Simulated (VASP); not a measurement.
Crystal: BeCd2Te3.

```
CELL_PARAMETERS angstrom
4.97977 0.00000 0.00000
0.00000 4.97977 0.00000
0.00000 0.00000 10.45147
ATOMIC_POSITIONS crystal
Be 0.00000 0.00000 0.00000
Cd 0.00000 0.00000 0.76100
Cd 0.00000 0.00000 0.23900
Te 0.00000 0.50000 0.00000
Te 0.50000 0.00000 0.00000
Te 0.00000 0.00000 0.50000
```

The cell was generated, and may not be a known phase.

| Property | Result |
| --- | --- |
| Program | VASP 6.6.1 |
| Task | relaxation of cell and atoms |
| Functional | PBE |
| Potentials or basis | VASP PAW PBE potentials, release 64 (Be, Cd, Te) |
| Cutoff | 600 eV |
| k mesh | 8 × 8 × 4 |
| Occupations | gaussian, width 0.1 eV |
| Spin | no spin polarisation |

At the start: pressure 0.0 GPa; volume 43.20 Å³/atom.

Task: How do energy, volume and symmetry change on relaxing?

Result: Over 7 steps the energy falls by 4.3 meV/atom and the volume is 43.51 Å³/atom (+0.7 %); space group P4/mmm (No. 123, to 0.1 Å) before and after.

The path:
```csv
step,energy change (eV),largest force (eV/Å),pressure (GPa),volume (Å³)
1,0.0000,0.0072,0.04,259.18
2,-0.0175,0.0663,0.05,259.56
3,-0.0233,0.1388,0.08,259.88
4,-0.0233,0.1441,0.09,259.90
5,-0.0253,0.0717,0.00,261.01
6,-0.0257,0.0237,-0.06,261.75
7,-0.0260,0.0012,-0.01,261.03
```

Final structure:
```
Be Cd Te
1.0
     5.05319    0.00000    0.00000
     0.00000    5.05319    0.00000
     0.00000    0.00000   10.22264
Be Cd Te
1 2 3
Direct
  0.00000 0.00000 0.00000
  0.00000 0.00000 0.76256
  0.00000 0.00000 0.23744
  0.00000 0.50000 0.00000
  0.50000 0.00000 0.00000
  0.00000 0.00000 0.50000
```
